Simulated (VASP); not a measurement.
# BeS: single point with PBE

BeS:

```
Be S
1.0
     0.00000    2.56527    2.32728
     2.56527    0.00000    2.32728
     2.56527    2.56527    0.00000
Be S
1 1
Direct
  0.00000 0.00000 0.00000
  0.25000 0.25000 0.25000
```

This cell differs from its parent crystal: epitaxial xy strain +5.4%.

```yaml
Program: VASP 6.6.1
Task: single point
Functional: PBE
Potentials_or_basis: VASP PAW PBE potentials, release 64 (Be, S)
Cutoff: 520 eV
k_mesh: 10 × 10 × 10
Occupations: fermi-dirac, width 0.02 eV
Spin: no spin polarisation
Dipole_correction: no
Further_INCAR_settings: ALGO = Normal; EDIFF = 1e-06; NBANDS = 11
```

The pressure is -4.7 GPa and the band gap on the k mesh is 2.59 eV, indirect (least direct gap 4.98 eV).

Stress tensor (GPa, compression positive):
```
-7.29  0.00  0.00
 0.00 -7.29  0.00
 0.00  0.00  0.38
```

Levels at points of the mesh, in eV from the valence-band top:
| k point | band 1 | band 2 | band 3 | band 4 | band 5 | band 6 | band 7 | band 8 |
| --- | --- | --- | --- | --- | --- | --- | --- | --- |
| (0.00, 0.00, 0.00) | -13.50 | -0.41 | -0.41 | 0.00 | 4.98 | 5.39 | 5.53 | 5.53 |
| (0.50, 0.00, 0.00) | -12.07 | -5.60 | -1.58 | -0.84 | 4.63 | 5.92 | 7.03 | 10.64 |
| (0.50, 0.50, 0.00) | -11.35 | -4.49 | -3.12 | -3.12 | 2.59 | 4.08 | 11.93 | 11.93 |
| (0.50, 0.00, 0.50) | -11.72 | -5.14 | -2.47 | -2.33 | 3.24 | 5.04 | 11.44 | 11.64 |

Wall time 28 s on 1 thread of AMD EPYC 7R13 (shared host), peak memory 0.17 GiB.

Caveat: the cell differs from its parent crystal (epitaxial xy strain +5.4%). A k mesh can miss the band edges.
